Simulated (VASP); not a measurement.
Write the native input for VASP 6.6.1 that does the following.

| Property | Result |
| --- | --- |
| Task | single point |
| Functional | PBE |
| Dispersion | D3(BJ) |
| Potentials or basis | VASP PAW PBE potentials, release 64 (Si) |
| Cutoff | 520 eV |
| k mesh | 9 × 9 × 1 |
| Occupations | gaussian, width 0.1 eV |
| Spin | no spin polarisation |
| Dipole correction | yes |
| Further INCAR settings | ALGO = Normal; EDIFF = 1e-06; NBANDS = 16 |

The structure of Si lies in POSCAR:

```
Si
1.0
    3.8472023583      0.0000000000      0.0000000000
   -1.9236011791      3.3317749758      0.0000000000
    0.0000000000      0.0000000000     18.4446971457
Si
4
Direct
    0.3333333333      0.6666666667      0.2695814701
    0.6666666667      0.3333333333      0.2439725610
    0.8888888889      0.1111111111      0.5131392004
    1.2222222222     -0.2222222222      0.4875302913
```

One way to write it, as run:

INCAR

```
  PREC = Accurate
  ENCUT = 520
  EDIFF = 1E-6
  ISMEAR = 0
  SIGMA = 0.1
  LREAL = F
  LASPH = T
  NELM = 100
  ALGO = Normal
  ISIF = 2
  LWAVE = F
  LCHARG = F
  LDIPOL = T
  IDIPOL = 3
  DIPOL = 0.5 0.5 0.379
  GGA = PE
  IVDW = 12
  NBANDS = 16
```

KPOINTS

```
Automatic mesh
0
Gamma
  9 9 1
```

Potentials or basis: VASP PAW PBE potentials, release 64 (Si).

The run is started by

```console
$ cat potpaw_PBE.64/Si/POTCAR > POTCAR
$ mpirun -np 1 vasp_std > vasp.out
```

Results of the run:

The largest force is 0.198 eV/Å, the band gap on the k mesh is 0.13 eV, direct and the dispersion energy per atom is -0.240 eV.

It took 73 s on 1 thread of Intel(R) Xeon(R) 6975P-C (Granite Rapids), on a shared host, peak memory 0.36 GiB.
